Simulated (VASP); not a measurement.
Here is a VASP 6.6.1 calculation.

The input INCAR:

```
  PREC = Accurate
  ENCUT = 520
  EDIFF = 1E-7
  ISMEAR = 0
  SIGMA = 0.02
  LREAL = Auto
  LASPH = True
  NELM = 150
  ALGO = Normal
  ISIF = 2
  LWAVE = False
  LCHARG = True
  ISPIN = 2
  MAGMOM = 0 0 0 0 0 0 0 0 0 0 0 0 0 0 0 0 0 0 0 0 0 0 0 1.67
  LORBIT = 11
  LMAXMIX = 4
  GGA = PE
  LELF = True
  LVHAR = True
  NBANDS = 64
```

The input KPOINTS:

```
Automatic mesh
0
Gamma
  3 3 1
```

POSCAR

```
H7RuC16
1.0
    5.0487420000      0.0000000000      0.0000000000
    2.5243710000      4.3723390000      0.0000000000
    0.0000000000      0.0000000000     15.7764260000
H C Ru
7 16 1
Direct
    0.1666667848      0.1666666285      0.0633857123
    0.6666667848      0.1666666285      0.0633857123
    0.1666666285      0.6666667429      0.0633857123
    0.6666666285      0.6666667429      0.0633857123
    0.5000000000      0.0000000000      0.3661428767
    0.0000000419      0.5000001144      0.3661428767
    0.5000000419      0.5000001144      0.3661428767
    0.1666667848      0.1666666285      0.1331099959
    0.6666667848      0.1666666285      0.1331099959
    0.1666666285      0.6666667429      0.1331099959
    0.6666666285      0.6666667429      0.1331099959
   -0.1666666285      0.3333332571      0.1657717027
    0.3333333715      0.3333332571      0.1657717027
   -0.1666665867      0.8333333715      0.1657717027
    0.3333334133      0.8333333715      0.1657717027
   -0.1666666285      0.3333332571      0.2637568230
    0.3333333715      0.3333332571      0.2637568230
   -0.1666665867      0.8333333715      0.2637568230
    0.3333334133      0.8333333715      0.2637568230
    0.0000000000      0.0000000000      0.2964185932
    0.5000000000      0.0000000000      0.2964185932
    0.0000000419      0.5000001144      0.2964185932
    0.5000000419      0.5000001144      0.2964185932
    0.6653269024      0.6823835023      0.4339655889
```

Potentials or basis: VASP PAW PBE potentials, release 64 (H, C, Ru_pv).

Launch:

```bash
$ cat potpaw_PBE.64/H/POTCAR potpaw_PBE.64/C/POTCAR potpaw_PBE.64/Ru_pv/POTCAR > POTCAR
$ mpirun -np 1 vasp_std > vasp.out
```

Task: Predict the net moment.

Result: 3.00 μB per cell.

Task: Estimate the site moments.

Result: H +0.00, +0.01 (each value once); C -0.00, +0.00, +0.01, +0.02, -0.01, +0.29, +0.05, +0.04 (each value once); Ru +1.99 μB.

Forces on the atoms (eV/Å):
```
H    0.016  0.010 -0.178
H   -0.017  0.011 -0.178
H    0.001 -0.021 -0.178
H   -0.001 -0.002 -0.205
H   -0.030  1.161  0.937
H    0.729 -0.480  0.987
H   -0.594 -0.369  0.993
C   -0.047 -0.029  1.103
C    0.047 -0.031  1.107
C   -0.002  0.058  1.110
C    0.001  0.001  1.039
C    0.003 -0.037 -1.112
C   -0.007 -0.015 -0.931
C    0.030  0.021 -1.125
C   -0.029  0.024 -1.119
C   -0.001 -0.619  1.482
C    0.009  0.018  1.597
C    0.547  0.315  1.388
C   -0.543  0.311  1.434
C   -0.025 -0.045 -2.065
C    0.009 -0.718 -2.576
C   -0.560  0.342 -2.425
C    0.530  0.314 -2.319
Ru  -0.067 -0.222  1.232
```

Caveat: the k points lie up to 0.48 Å⁻¹ apart.
